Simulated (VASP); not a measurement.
Here is a VASP 6.6.1 calculation.

INCAR

```
PREC = Accurate ; ENCUT = 520
EDIFF = 1E-6 ; ISMEAR = 0
SIGMA = 0.1 ; LREAL = False
LASPH = True ; NELM = 80
ALGO = Normal ; ISIF = 2
LWAVE = False ; LCHARG = True
GGA = PE ; LELF = True
LVHAR = True ; NBANDS = 30
```

The input KPOINTS:

```
Automatic mesh
0
Gamma
  4 2 2
```

The input POSCAR:

```
LiCl
1.0
    0.0000000000      2.5754113221      2.5754113221
    5.1508226442      2.5754113221     -2.5754113221
   -5.1508226442      2.5754113221     -2.5754113221
Li Cl
4 4
Direct
    0.0000000000      0.2500000000      0.7500000000
    0.5000000000      0.7500000000      0.7500000000
    0.5000000000      0.2500000000      0.2500000000
    0.0000000000      0.7500000000      0.2500000000
    0.0000000000      0.0000000000      0.0000000000
    0.5000000000      0.5000000000      0.0000000000
    0.5000000000      1.0000000000      0.5000000000
    0.0000000000      0.5000000000      0.5000000000
```

Potentials or basis: VASP PAW PBE potentials, release 64 (Li_sv, Cl).

Launch:

```bash
$ cat potpaw_PBE.64/Li_sv/POTCAR potpaw_PBE.64/Cl/POTCAR > POTCAR
$ mpirun -np 1 vasp_std > vasp.out
```

Q: What does it give for the band gap on the k mesh?

A: 6.27 eV.

Caveat: the k points lie up to 0.53 Å⁻¹ apart. A k mesh can miss the band edges.
